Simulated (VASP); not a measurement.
Set up this calculation in VASP 6.6.1, as the native input.

```
Task                   : single point
Functional             : r2SCAN
Potentials or basis    : VASP PAW PBE potentials, release 64 (Sc_sv)
Cutoff                 : 520 eV
k mesh                 : 11 × 11 × 6
Occupations            : gaussian, width 0.6 eV
Spin                   : no spin polarisation
Dipole correction      : no
Further INCAR settings : ALGO = Normal; EDIFF = 1e-06; NBANDS = 18
```

The system is Sc.

```xyz
2
Lattice="3.3281 0.0000 0.0000 -1.6640 2.8822 0.0000 0.0000 0.0000 5.2121" Properties=species:S:1:pos:R:3 pbc="T T T"
Sc    0.0000    1.9215    1.3030
Sc    1.6640    0.9607    3.9091
```

These files were run (other wordings do the same):

POSCAR

```
Sc
1.0
    3.3280716152      0.0000000000      0.0000000000
   -1.6640358076      2.8821945644      0.0000000000
    0.0000000000      0.0000000000      5.2121495536
Sc
2
Direct
    0.3333333333      0.6666666667      0.2500000000
    0.6666666667      0.3333333333      0.7500000000
```

INCAR.step1

```
SYSTEM = Sc
  ALGO = Normal
  EDIFF = 1E-4
  ENCUT = 520
  GGA = PE
  ISMEAR = 0
  LASPH = .True.
  LCHARG = .False.
  LREAL = .False.
  LWAVE = .True.
  NBANDS = 18
  NELM = 100
  PREC = Accurate
  SIGMA = 0.6
```

INCAR.step2

```
SYSTEM = Sc
  ALGO = Normal
  EDIFF = 1E-6
  ENCUT = 520
  ISIF = 2
  ISMEAR = 0
  ISTART = 1
  LASPH = .True.
  LCHARG = .False.
  LMIXTAU = .True.
  LREAL = .False.
  LWAVE = .False.
  METAGGA = R2SCAN
  NBANDS = 18
  NELM = 100
  PREC = Accurate
  SIGMA = 0.6
```

KPOINTS

```
k-points
0
Gamma
  11 11 6
  0 0 0
```

Potentials or basis: VASP PAW PBE potentials, release 64 (Sc_sv).

Run with:

```sh
$ cat potpaw_PBE.64/Sc_sv/POTCAR > POTCAR
$ cp INCAR.step1 INCAR
$ mpirun -np 1 vasp_std > vasp.out
$ cp INCAR.step2 INCAR
$ mpirun -np 1 vasp_std > vasp.out
```

Results of the run:

```json
{
  "Pressure": "0.8 GPa",
  "Band gap on the k mesh": "zero (bands 11 and 12 overlap by 1.52 eV)"
}
```

Caveat: so wide a smearing shifts energies and pressures; the PAW data sets were made with another functional, which shifts forces and pressure a little.

It took 98 s on 1 thread of Intel(R) Xeon(R) 6975P-C (Granite Rapids) (shared host), peak memory 0.2 GiB.
